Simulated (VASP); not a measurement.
A run of VASP 6.6.1 is set up as follows.

File INCAR:

```
SYSTEM = PbS
PREC = Accurate
ENCUT = 500
EDIFF = 1E-7
ISMEAR = 0
SIGMA = 0.01
LREAL = .False.
LASPH = .True.
NELM = 120
ALGO = Normal
ISIF = 3
LWAVE = .False.
LCHARG = .False.
GGA = CA
IBRION = 2
NSW = 80
EDIFFG = -0.01
GGA_COMPAT = .False.
NELMIN = 4
```

Contents of KPOINTS:

```
regular mesh
0
Gamma
  4 4 4
  0 0 0
```

Contents of POSCAR:

```
PbS
1.0
    5.9300000000      0.0000000000      0.0000000000
    0.0000000000      5.9300000000      0.0000000000
    0.0000000000      0.0000000000      5.9300000000
S Pb
4 4
Direct
    0.0000000000      0.0000000000      0.0000000000
    0.0000000000      0.5000000000      0.5000000000
    0.5000000000      0.0000000000      0.5000000000
    0.5000000000      0.5000000000      0.0000000000
    0.5000000000      0.5000000000      0.5000000000
    0.0000000000      0.0000000000      0.5000000000
    0.0000000000      0.5000000000      0.0000000000
    0.5000000000      0.0000000000      0.0000000000
```

Potentials or basis: VASP PAW LDA potentials, release 64 (S, Pb_d).

Launch:

```bash
$ cat potpaw_LDA.64/S/POTCAR potpaw_LDA.64/Pb_d/POTCAR > POTCAR
$ mpirun -np 1 vasp_std > vasp.out
```

**Question.** Predict the band gap on the k mesh.

**Answer.** 0.05 eV.

**Question.** Estimate the space group after relaxing (to 0.1 Å).

**Answer.** Fm-3m (No. 225).

**Question.** Predict the relaxed cell.

**Answer.** a = 5.853 Å, b = 5.853 Å, c = 5.853 Å, α = 90.00°, β = 90.00°, γ = 90.00°.

**Question.** Estimate the relaxed volume.

**Answer.** 25.06 Å³/atom.

Final structure:
```cif
data_structure
_symmetry_space_group_name_H-M 'P 1'
_symmetry_Int_Tables_number 1
_cell_length_a 5.8527
_cell_length_b 5.8527
_cell_length_c 5.8527
_cell_angle_alpha 90.000
_cell_angle_beta 90.000
_cell_angle_gamma 90.000
_cell_volume 200.48
loop_
_atom_site_label
_atom_site_type_symbol
_atom_site_fract_x
_atom_site_fract_y
_atom_site_fract_z
_atom_site_occupancy
S1 S 0.00000 0.00000 0.00000 1
S2 S 0.00000 0.50000 0.50000 1
S3 S 0.50000 0.00000 0.50000 1
S4 S 0.50000 0.50000 0.00000 1
Pb1 Pb 0.50000 0.50000 0.50000 1
Pb2 Pb 0.00000 0.00000 0.50000 1
Pb3 Pb 0.00000 0.50000 0.00000 1
Pb4 Pb 0.50000 0.00000 0.00000 1
```

Caveat: spin-orbit coupling is left out, which moves the levels of the heavy elements. A k mesh can miss the band edges.
